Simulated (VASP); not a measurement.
Wanted: the native input for a VASP 6.6.1 run.

```
Task                   : single point
Functional             : LDA
Potentials or basis    : VASP PAW LDA potentials, release 64 (Ti_sv, B)
Cutoff                 : 520 eV
k mesh                 : 10 × 10 × 8
Occupations            : fermi-dirac, width 0.05 eV
Spin                   : no spin polarisation
Dipole correction      : no
Further INCAR settings : ALGO = Normal; EDIFF = 1e-07; NBANDS = 16
```

The structure of TiB2 lies in POSCAR:

```
TiB2
1.0
    2.9673622405      0.0000000000      0.0000000000
   -1.4836811203      2.5698110825      0.0000000000
    0.0000000000      0.0000000000      3.1624957934
Ti B
1 2
Direct
    0.0000000000      0.0000000000      0.0000000000
    0.6666666667      0.3333333333      0.5000000000
    0.3333333333      0.6666666667      0.5000000000
```

This cell differs from its parent crystal: volume scaled by 0.94.

These files were run (other wordings do the same):

INCAR

```
SYSTEM = TiB2
  PREC = Accurate
  ENCUT = 520
  EDIFF = 1E-7
  ISMEAR = -1
  SIGMA = 0.05
  LREAL = .False.
  LASPH = .True.
  NELM = 60
  ALGO = Normal
  ISIF = 2
  LWAVE = .False.
  LCHARG = .True.
  LELF = .True.
  LVHAR = .True.
  NBANDS = 16
```

KPOINTS

```
regular mesh
0
Gamma
  10 10 8
  0 0 0
```

Potentials or basis: VASP PAW LDA potentials, release 64 (Ti_sv, B).

Command:

```console
$ cat potpaw_LDA.64/Ti_sv/POTCAR potpaw_LDA.64/B/POTCAR > POTCAR
$ mpirun -np 1 vasp_std > vasp.out
```

Results of the run:

| Quantity | Value |
| --- | --- |
| Pressure | 6.0 GPa |
| Band gap on the k mesh | zero (band 9 reaches 11.03 eV, above the bottom of band 10 at 10.43 eV) |

Run time: 8.4 s on 1 thread of Intel(R) Xeon(R) 6975P-C (Granite Rapids), with other jobs on the host, peak memory 0.14 GiB.
